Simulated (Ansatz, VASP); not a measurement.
**AlFe3 in VASP and in Ansatz**

```
Al Fe
1.0
     0.00000    2.80220    2.80220
     2.80220    0.00000    2.80220
     2.80220    2.80220    0.00000
Al Fe
1 3
Direct
  0.00000 0.00000 0.00000
  0.50000 0.50000 0.50000
  0.25000 0.25000 0.25000
  0.75000 0.75000 0.75000
```

Alike in both runs: task single point; functional PBEsol; k mesh 12 × 12 × 12; occupations gaussian, width 0.1 eV; collinear spin.

```csv
,VASP,Ansatz
version,VASP 6.6.1,Ansatz 0.2.0
potentials or method,"VASP PAW PBE potentials, release 64 (Al, Fe), cutoff 520 eV","scalar-relativistic, plane waves, PAW"
valence electrons in the cell,27,51
```

```csv
,VASP,Ansatz,Ansatz less VASP
gap on the k mesh at the Fermi level (eV),none,none,-
pressure (GPa),6.2,5.9,-0.27
net moment per atom (μB),1.40,1.39,-0.012
size of the moment on the site where the two differ most (μB),2.25,2.27,+0.024
```

VASP's potentials were made for PBE, not for PBEsol. Site moments also hang on the region over which each program counts them. A gap of «none» marks a metal or a gap that the smearing closes. With one functional, cell and mesh, what is left measures potentials, basis and numerics. VASP's potentials hold 27 valence electrons a cell and Ansatz's 51, so a difference there can come from the potentials and not from the codes.
